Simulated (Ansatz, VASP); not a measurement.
# Al3Cu in VASP and in Ansatz

```
Al Cu
1.0
     3.89235    0.02433    0.00000
     0.02433    3.89235    0.00000
     0.00000    0.00000    3.89235
Al Cu
3 1
Direct
  0.00000 0.50000 0.50000
  0.50000 0.00000 0.50000
  0.50000 0.50000 0.00000
  0.00000 0.00000 0.00000
```

Change from the starting cell: strain +0.0125 x Voigt [0, 0, 0, 0, 0, 1], atoms carried along.

Alike in both runs: task single point; functional PBEsol; k mesh 12 × 12 × 12; occupations gaussian, width 0.15 eV; no spin polarisation.

```csv
,VASP,Ansatz
version,VASP 6.6.1,Ansatz 0.2.0
potentials or method,"VASP PAW PBE potentials, release 64 (Al, Cu), cutoff 520 eV","scalar-relativistic, plane waves, PAW"
valence electrons in the cell,20,28
```

```tsv
	VASP	Ansatz	Ansatz less VASP
gap on the k mesh at the Fermi level (eV)	none	none	-
pressure (GPa)	0.2	0.0	-0.16
traceless stress, the component that is largest in VASP (GPa)	-0.54	-0.53	+0.011
```

VASP's potentials were made for PBE, not for PBEsol. A gap of «none» marks a metal or a gap that the smearing closes. The functional is the same, so the differences come from potentials, cutoffs and numerics. VASP's potentials hold 20 valence electrons a cell and Ansatz's 28, so a difference there can come from the potentials and not from the codes.
